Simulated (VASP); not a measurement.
Here is a VASP 6.6.1 calculation.

The input INCAR:

```
SYSTEM = As
PREC = Accurate
ENCUT = 520
EDIFF = 1E-8
ISMEAR = -1
SIGMA = 0.05
LREAL = .False.
LASPH = .True.
NELM = 80
ALGO = Normal
ISIF = 2
LWAVE = .False.
LCHARG = .False.
GGA = PE
LEFG = .True.
NBANDS = 12
```

The input KPOINTS:

```
Automatic mesh
0
Gamma
  13 13 13
  0 0 0
```

POSCAR

```
As
1.0
    1.8671333092      1.0779899187      3.4623748656
   -1.8671333092      1.0779899187      3.4623748656
    0.0000000000     -2.1559798374      3.4623748656
As
2
Direct
    0.2275400000      0.2275400000      0.2275400000
    0.7724600000      0.7724600000      0.7724600000
```

Potentials or basis: VASP PAW PBE potentials, release 64 (As).

The run is started by

```bash
$ cat potpaw_PBE.64/As/POTCAR > POTCAR
$ mpirun -np 1 vasp_std > vasp.out
```

Question: Predict the largest force.

Answer: 0.428 eV/Å.

Question: Predict the pressure.

Answer: 5.7 GPa.

Question: What does it give for the band gap on the k mesh?

Answer: Zero (bands 5 and 6 overlap by 0.37 eV).

Electric field gradients, principal values (V/Å²):
| atom | least | middle | greatest (by size) |
| --- | --- | --- | --- |
| 1 As | 24.197 | 24.197 | -48.394 |
| 2 As | 24.197 | 24.197 | -48.394 |

Caveat: the cell stands under pressure; without QUAD_EFG the Cq values of the log hold for a quadrupole moment of 1 mb, not for the nuclei.
